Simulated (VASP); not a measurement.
# Fe (Im-3m) in VASP: a series of runs, part 2 of 2

VASP 6.6.1. The steps go on from the part before.

### 4 Single point, RPBE, collinear spin, ferromagnetic start

This run uses another cell than the first one, of 12.66 Å³/atom, 1.053 times its volume.

File INCAR:

```
SYSTEM = Fe
ALGO = Normal
EDIFF = 1E-6
ENCUT = 600
GGA = RP
GGA_COMPAT = .False.
ISIF = 2
ISMEAR = -1
ISPIN = 2
LASPH = .True.
LCHARG = .False.
LMAXMIX = 4
LORBIT = 11
LREAL = .False.
LWAVE = .False.
MAGMOM = 3.5
NBANDS = 14
NELM = 200
PREC = Accurate
SIGMA = 0.2
```

File KPOINTS:

```
k-points
0
Gamma
  11 11 11
  0 0 0
```

File POSCAR:

```
Fe
1.0
   -1.4682103245      1.4682103245      1.4682103245
    1.4682103245     -1.4682103245      1.4682103245
    1.4682103245      1.4682103245     -1.4682103245
Fe
1
Direct
    0.0000000000      0.0000000000      0.0000000000
```

Potentials or basis: VASP PAW PBE potentials, release 64 (Fe).

The run is started by

```
cat potpaw_PBE.64/Fe/POTCAR > POTCAR
mpirun -np 1 vasp_std > vasp.out
```

OUTCAR:

```text
SYSTEM = Fe
   EDIFF = 1E-6
   ENCUT = 600
   GGA = RP
   ISIF = 2
   ISMEAR = -1
   ISPIN = 2
   LASPH = .True.
   LORBIT = 11
   LREAL = .False.
   NELM = 200
   PREC = Accurate

 ion  position               nearest neighbor table
   1  0.000  0.000  0.000-

  LATTYP: Found a body centered cubic cell.
 ALAT       =     2.9364206490

  Lattice vectors:

 A1 = (  -1.4682103245,   1.4682103245,   1.4682103245)
 A2 = (   1.4682103245,  -1.4682103245,   1.4682103245)
 A3 = (   1.4682103245,   1.4682103245,  -1.4682103245)

Analysis of symmetry for initial positions (statically):
=====================================================================
 Subroutine PRICEL returns:
 Original cell was already a primitive cell.

 Routine SETGRP: Setting up the symmetry group for a
 body centered cubic supercell.

 Subroutine GETGRP returns: Found 48 space group operations
 (whereof 48 operations were pure point group operations)
[... 604 lines left out ...]
      7      28.4644      0.00000
      8      28.4644      0.00000
      9      28.4644      0.00000
     10      33.3507      0.00000
     11      33.3507      0.00000
     12      35.7236      0.00000
     13      35.7237      0.00000
     14      35.7246      0.00000
[... 379 lines left out ...]
      3       4.1979      0.98434
      4       6.8285      0.00012
      5       7.0139      0.00005
      6      10.2501      0.00000
      7      12.9882      0.00000
      8      17.0317      0.00000
      9      19.8645      0.00000
     10      32.9131      0.00000
     11      37.3282      0.00000
     12      38.1708      0.00000
     13      43.1979      0.00000
     14      43.8016      0.00000

 [... further k-points ...]

------------------------ aborting loop because EDIFF is reached ----------------------------------------

  FORCE on cell =-STRESS in cart. coord.  units (eV):
  Direction    XX          YY          ZZ          XY          YZ          ZX
  --------------------------------------------------------------------------------------
  -------------------------------------------------------------------------------------
  Total       -0.6051338     -0.6051338     -0.6051338     -0.0000000      0.0000000      0.0000000
  in kB      -76.5838442    -76.5838442    -76.5838442     -0.0000000      0.0000000      0.0000000
  external PRESSURE =     -76.5838442 kB  Pullay stress =       0.0000000 kB

 VOLUME and BASIS-vectors are now :
 -----------------------------------------------------------------------------
  energy-cutoff  :      600.00
  volume of cell :       12.66
      direct lattice vectors                 reciprocal lattice vectors
    -1.468210324  1.468210324  1.468210324     0.000000000  0.340550663  0.340550663
     1.468210324 -1.468210324  1.468210324     0.340550663  0.000000000  0.340550663
     1.468210324  1.468210324 -1.468210324     0.340550663  0.340550663  0.000000000

 POSITION                                       TOTAL-FORCE (eV/Angst)
 -----------------------------------------------------------------------------------
      0.00000      0.00000      0.00000         0.000000     -0.000000     -0.000000
 -----------------------------------------------------------------------------------
    total drift:                                0.000000      0.000000      0.000000

  FREE ENERGIE OF THE ION-ELECTRON SYSTEM (eV)
  ---------------------------------------------------
  free  energy   TOTEN  =        -7.8040208187 eV

  energy  without entropy=       -7.6673602525  energy(sigma->0) =       -7.73569054

 total charge

# of ion       s       p       d       tot
------------------------------------------
    1        0.445   0.454   6.161   7.059

 magnetization (x)

# of ion       s       p       d       tot
------------------------------------------
    1       -0.015  -0.059   2.571   2.498
```

OSZICAR:

```text
N       E                     dE             d eps       ncg     rms          rms(c)
DAV:   1     0.270172064934E+02    0.27017E+02   -0.40864E+03  3296   0.755E+02
DAV:   2    -0.727819174738E+01   -0.34295E+02   -0.31179E+02  3382   0.139E+02
DAV:   3    -0.842401077095E+01   -0.11458E+01   -0.11379E+01  3738   0.261E+01
DAV:   4    -0.842817162443E+01   -0.41609E-02   -0.41604E-02  3610   0.143E+00
DAV:   5    -0.842819556023E+01   -0.23936E-04   -0.23936E-04  3802   0.111E-01    0.102E+01
DAV:   6    -0.790780536723E+01    0.52039E+00   -0.10318E+01  3826   0.360E+01    0.637E+00
DAV:   7    -0.781316030273E+01    0.94645E-01   -0.83088E-01  3832   0.972E+00    0.349E+00
DAV:   8    -0.780923118004E+01    0.39291E-02   -0.10435E-02  3766   0.604E-01    0.150E+00
DAV:   9    -0.780379219791E+01    0.54390E-02   -0.11893E-02  4094   0.608E-01    0.340E-01
DAV:  10    -0.780392526265E+01   -0.13306E-03   -0.97462E-04  3760   0.294E-01    0.849E-02
DAV:  11    -0.780402485091E+01   -0.99588E-04   -0.39620E-04  3904   0.157E-01    0.552E-02
DAV:  12    -0.780402162937E+01    0.32215E-05   -0.39053E-06  3502   0.203E-02    0.327E-02
DAV:  13    -0.780402310882E+01   -0.14794E-05   -0.61667E-06  3462   0.192E-02    0.182E-02
DAV:  14    -0.780402067673E+01    0.24321E-05   -0.11712E-06  2066   0.812E-03    0.167E-03
DAV:  15    -0.780402081873E+01   -0.14200E-06   -0.32455E-08  1712   0.154E-03
   1 F= -.78040208E+01 E0= -.77356905E+01  d E =-.136661E+00  mag=     2.4775
```

Run time: 12 s. Hardware: 1 thread of Intel Xeon 6975P-C (Granite Rapids), shared host; peak memory 0.14 GiB.

What came out:

| Quantity | Value |
| --- | --- |
| Free energy | -7.8040 eV |
| Pressure | -7.7 GPa |
| Net moment | 2.48 μB per cell |
| Site moments | Fe +2.50 μB |
| Valence electrons inside the program's atomic spheres | Fe 7.06 |

Levels at points of the mesh, in eV from the Fermi level:
Spin up:
```
           k point  band 1  band 2  band 3  band 4  band 5  band 6  band 7  band 8  band 9  band 10
(0.00, 0.00, 0.00)   -7.91   -2.33   -2.33   -2.33   -1.28   -1.28   23.84   23.84   23.84    28.28
```
Spin down:
```tsv
k point	band 1	band 2	band 3	band 4	band 5	band 6
(0.00, 0.00, 0.00)	-7.79	-0.04	-0.04	-0.04	1.75	1.75
```

Caveat: the PAW data sets were made with another functional, which shifts forces and pressure a little.

### 5 Single point, RPBE, collinear spin, ferromagnetic start

This run uses another cell than the first one, of 12.98 Å³/atom, 1.080 times its volume.

File INCAR:

```
SYSTEM = Fe
PREC = Accurate ; ENCUT = 600
EDIFF = 1E-6 ; ISMEAR = -1
SIGMA = 0.2 ; LREAL = .False.
LASPH = .True. ; NELM = 200
ALGO = Normal ; ISIF = 2
LWAVE = .False. ; LCHARG = .False.
ISPIN = 2 ; MAGMOM = 3.5
LORBIT = 11 ; LMAXMIX = 4
GGA = RP ; NBANDS = 14
GGA_COMPAT = .False.
```

File KPOINTS:

```
regular mesh
0
Gamma
  11 11 11
  0 0 0
```

File POSCAR:

```
Fe
1.0
   -1.4804971746      1.4804971746      1.4804971746
    1.4804971746     -1.4804971746      1.4804971746
    1.4804971746      1.4804971746     -1.4804971746
Fe
1
Direct
    0.0000000000      0.0000000000      0.0000000000
```

Potentials or basis: VASP PAW PBE potentials, release 64 (Fe).

The run is started by

```
cat potpaw_PBE.64/Fe/POTCAR > POTCAR
mpirun -np 1 vasp_std > vasp.out
```

OUTCAR:

```text
SYSTEM = Fe
   PREC = Accurate
   ENCUT = 600
   EDIFF = 1E-6
   ISMEAR = -1
   LREAL = .False.
   LASPH = .True.
   NELM = 200
   ISIF = 2
   ISPIN = 2
   LORBIT = 11
   GGA = RP

 ion  position               nearest neighbor table
   1  0.000  0.000  0.000-

  LATTYP: Found a body centered cubic cell.
 ALAT       =     2.9609943492

  Lattice vectors:

 A1 = (  -1.4804971746,   1.4804971746,   1.4804971746)
 A2 = (   1.4804971746,  -1.4804971746,   1.4804971746)
[... 1023 lines left out ...]
  -------------------------------------------------------------------------------------
  Total       -0.8135385     -0.8135385     -0.8135385      0.0000000      0.0000000     -0.0000000
  in kB     -100.4167017   -100.4167017   -100.4167017      0.0000000      0.0000000     -0.0000000
  external PRESSURE =    -100.4167017 kB  Pullay stress =       0.0000000 kB

 VOLUME and BASIS-vectors are now :
 -----------------------------------------------------------------------------
  energy-cutoff  :      600.00
  volume of cell :       12.98
      direct lattice vectors                 reciprocal lattice vectors
    -1.480497175  1.480497175  1.480497175     0.000000000  0.337724386  0.337724386
     1.480497175 -1.480497175  1.480497175     0.337724386  0.000000000  0.337724386
     1.480497175  1.480497175 -1.480497175     0.337724386  0.337724386  0.000000000

 POSITION                                       TOTAL-FORCE (eV/Angst)
 -----------------------------------------------------------------------------------
      0.00000      0.00000      0.00000         0.000000     -0.000000      0.000000
 -----------------------------------------------------------------------------------
    total drift:                                0.000000     -0.000000      0.000000

  FREE ENERGIE OF THE ION-ELECTRON SYSTEM (eV)
  ---------------------------------------------------
  free  energy   TOTEN  =        -7.7863605652 eV

  energy  without entropy=       -7.6500192928  energy(sigma->0) =       -7.71818993

 total charge

# of ion       s       p       d       tot
------------------------------------------
    1        0.436   0.436   6.146   7.018

 magnetization (x)

# of ion       s       p       d       tot
------------------------------------------
    1       -0.015  -0.059   2.630   2.556
```

OSZICAR:

```text
N       E                     dE             d eps       ncg     rms          rms(c)
DAV:   1     0.252951416333E+02    0.25295E+02   -0.41427E+03  3382   0.761E+02
DAV:   2    -0.731314868232E+01   -0.32608E+02   -0.29630E+02  3472   0.136E+02
DAV:   3    -0.841479567460E+01   -0.11016E+01   -0.10920E+01  3782   0.254E+01
DAV:   4    -0.841899355297E+01   -0.41979E-02   -0.41974E-02  3622   0.140E+00
DAV:   5    -0.841901665762E+01   -0.23105E-04   -0.23105E-04  3832   0.109E-01    0.996E+00
DAV:   6    -0.790402073213E+01    0.51500E+00   -0.10679E+01  3802   0.363E+01    0.672E+00
DAV:   7    -0.779477120090E+01    0.10925E+00   -0.94554E-01  3814   0.102E+01    0.356E+00
DAV:   8    -0.779160732596E+01    0.31639E-02   -0.11725E-02  3772   0.625E-01    0.151E+00
DAV:   9    -0.778596513961E+01    0.56422E-02   -0.13295E-02  4060   0.654E-01    0.350E-01
DAV:  10    -0.778626642853E+01   -0.30129E-03   -0.12499E-03  3658   0.296E-01    0.842E-02
DAV:  11    -0.778636379073E+01   -0.97362E-04   -0.41321E-04  3956   0.157E-01    0.579E-02
DAV:  12    -0.778636086588E+01    0.29249E-05   -0.33379E-06  3458   0.181E-02    0.373E-02
DAV:  13    -0.778636268486E+01   -0.18190E-05   -0.81250E-06  3660   0.214E-02    0.172E-02
DAV:  14    -0.778636041238E+01    0.22725E-05   -0.10842E-06  2036   0.798E-03    0.173E-03
DAV:  15    -0.778636056519E+01   -0.15281E-06   -0.35603E-08  1754   0.155E-03
   1 F= -.77863606E+01 E0= -.77181899E+01  d E =-.136341E+00  mag=     2.5303
```

Run time: 15 s. Hardware: 1 thread of Intel Xeon 6975P-C (Granite Rapids), shared host; peak memory 0.14 GiB.

Results:

| Quantity | Value |
| --- | --- |
| Free energy | -7.7864 eV |
| Pressure | -10.0 GPa |
| Net moment | 2.53 μB per cell |
| Site moments | Fe +2.56 μB |
| Valence electrons inside the program's atomic spheres | Fe 7.02 |

Caveat: the PAW data sets were made with another functional, which shifts forces and pressure a little.

### 6 Overview

| cell | gap on the mesh (eV) | pressure (GPa) | moment (μB) |
| --- | --- | --- | --- |
| a = 2.499 Å, angles 109.5°, 1 atom | none | -1.9 | 2.34 |
| a = 2.521 Å, angles 109.5°, 1 atom | none | -5.0 | 2.41 |
| a = 2.543 Å, angles 109.5°, 1 atom | none | -7.7 | 2.48 |
| a = 2.564 Å, angles 109.5°, 1 atom | none | -10.0 | 2.53 |

Alike in all rows: task single point; level RPBE; potentials or basis VASP PAW PBE potentials, release 64 (Fe); spin collinear, ferromagnetic start; k mesh 11 × 11 × 11; cutoff (eV) 600; smearing fermi-dirac 0.2 eV.

Caveats: the PAW data sets were made with another functional, which shifts forces and pressure a little.

Absolute energies hang on the potentials; compare differences alone.
